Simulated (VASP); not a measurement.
Input of a VASP 6.6.1 run:

Contents of INCAR:

```
SYSTEM = GaSb
PREC     = Accurate       ! precision mode
ENCUT    = 500            ! plane-wave cutoff, eV
EDIFF    = 1E-6           ! SCF threshold, eV
ISMEAR   = 0              ! smearing method
SIGMA    = 0.01           ! smearing width, eV
LREAL    = .FALSE.        ! projectors in reciprocal space
LASPH    = .TRUE.         ! aspherical terms in the spheres
NELM     = 200            ! most SCF steps
ALGO     = Normal         ! electronic algorithm
ISIF     = 2              ! what is computed and relaxed
LWAVE    = .FALSE.        ! write WAVECAR
LCHARG   = .TRUE.         ! write CHGCAR
LNONCOLLINEAR= .TRUE.         ! non-collinear magnetism
MAGMOM   = 0 0 0 0 0 0    ! initial moments
LORBIT   = 11             ! projections on sites
LSORBIT  = .TRUE.         ! spin-orbit coupling
GGA_COMPAT= .FALSE.      
LORBMOM  = .TRUE.       
GGA      = PS             ! functional
LVHAR    = .TRUE.       
NBANDS   = 30             ! bands
```

File KPOINTS:

```
regular mesh
0
G
  10 10 10
  0 0 0
```

The input POSCAR:

```
GaSb
1.0
    0.0000000000      3.0480000000      3.0480000000
    3.0480000000      0.0000000000      3.0480000000
    3.0480000000      3.0480000000      0.0000000000
Ga Sb
1 1
Direct
    0.0000000000      0.0000000000      0.0000000000
    0.2500000000      0.2500000000      0.2500000000
```

Potentials or basis: VASP PAW PBE potentials, release 64 (Ga_d, Sb).

The run is started by

```sh
$ cat potpaw_PBE.64/Ga_d/POTCAR potpaw_PBE.64/Sb/POTCAR > POTCAR
$ mpirun -np 1 vasp_ncl > vasp.out
```

(1) Estimate the pressure.

(2) Predict the net moment.

## Answers

(1) 0.5 GPa.

(2) 0.00 μB per cell.

Caveat: the PAW data sets were made with another functional, which shifts forces and pressure a little.
